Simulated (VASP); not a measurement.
Write the native input for VASP 6.6.1 that does the following.

```yaml
Task: single point
Functional: LDA
Potentials_or_basis: VASP PAW LDA potentials, release 64 (Ga_d)
Cutoff: 520 eV
k_mesh: 10 × 10 × 8
Occupations: gaussian, width 0.1 eV
Spin: no spin polarisation
Dipole_correction: no
Further_INCAR_settings: ALGO = Fast; EDIFF = 1e-06; NBANDS = 34
```

The structure of Ga lies in POSCAR:

```
Ga
1.0
    2.2287472555     -3.7371481701      0.0000000000
    2.2287472555      3.7371481701      0.0000000000
    0.0000000000      0.0000000000      4.4138627331
Ga
4
Direct
    0.6560763022      0.3439236978      0.4145229982
    0.8439236978      0.1560763022      0.9145229982
    0.3439236978      0.6560763022      0.5854770018
    0.1560763022      0.8439236978      0.0854770018
```

These files were run (other wordings do the same):

INCAR

```
SYSTEM = Ga
PREC = Accurate ; ENCUT = 520
EDIFF = 1E-6 ; ISMEAR = 0
SIGMA = 0.1 ; LREAL = .False.
LASPH = .True. ; NELM = 80
ALGO = Fast ; ISIF = 2
LWAVE = .False. ; LCHARG = .True.
GGA = CA ; LELF = .True.
LVHAR = .True. ; NBANDS = 34
```

KPOINTS

```
regular mesh
0
Gamma
  10 10 8
  0 0 0
```

Potentials or basis: VASP PAW LDA potentials, release 64 (Ga_d).

Command:

```bash
$ cat potpaw_LDA.64/Ga_d/POTCAR > POTCAR
$ mpirun -np 1 vasp_std > vasp.out
```

Results of the run:

```json
{
  "Pressure": "0.2 GPa",
  "Band gap on the k mesh": "zero (bands 26 and 27 overlap by 1.52 eV)"
}
```

Run time: 9 min on 1 thread of Intel Xeon 8259CL (shared host), peak memory 0.36 GiB.
